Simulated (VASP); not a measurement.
Input of a VASP 6.6.1 run:

The input INCAR:

```
ALGO     = Normal         # electronic algorithm
EDIFF    = 1E-6           # SCF threshold, eV
ENCUT    = 520            # plane-wave cutoff, eV
ISIF     = 2              # what is computed and relaxed
ISMEAR   = 1              # smearing method
LASPH    = T              # aspherical terms in the spheres
LCHARG   = F              # write CHGCAR
LREAL    = F              # projectors in reciprocal space
LWAVE    = F              # write WAVECAR
NBANDS   = 16             # bands
NELM     = 60             # most SCF steps
PREC     = Accurate       # precision mode
SIGMA    = 0.01           # smearing width, eV
```

The input KPOINTS:

```
k-points
0
Gamma
  9 9 6
```

Contents of POSCAR:

```
Se
1.0
    3.9534579885      0.0000000000      0.0000000000
   -1.9767289943      3.4237950508      0.0000000000
    0.0000000000      0.0000000000      5.1205317866
Se
3
Direct
    0.2543546533      1.0000000000      0.3333333333
    1.0000000000      0.2543546533      0.6666666667
    0.7456453467      0.7456453467      1.0000000000
```

Potentials or basis: VASP PAW LDA potentials, release 64 (Se).

Launch:

```console
$ cat potpaw_LDA.64/Se/POTCAR > POTCAR
$ mpirun -np 1 vasp_std > vasp.out
```

(1) Estimate the largest force.

(2) What does it give for the band gap on the k mesh?

(3) Predict the pressure.

Results:

(1) 0.052 eV/Å.

(2) 0.28 eV, direct.

(3) 0.2 GPa.
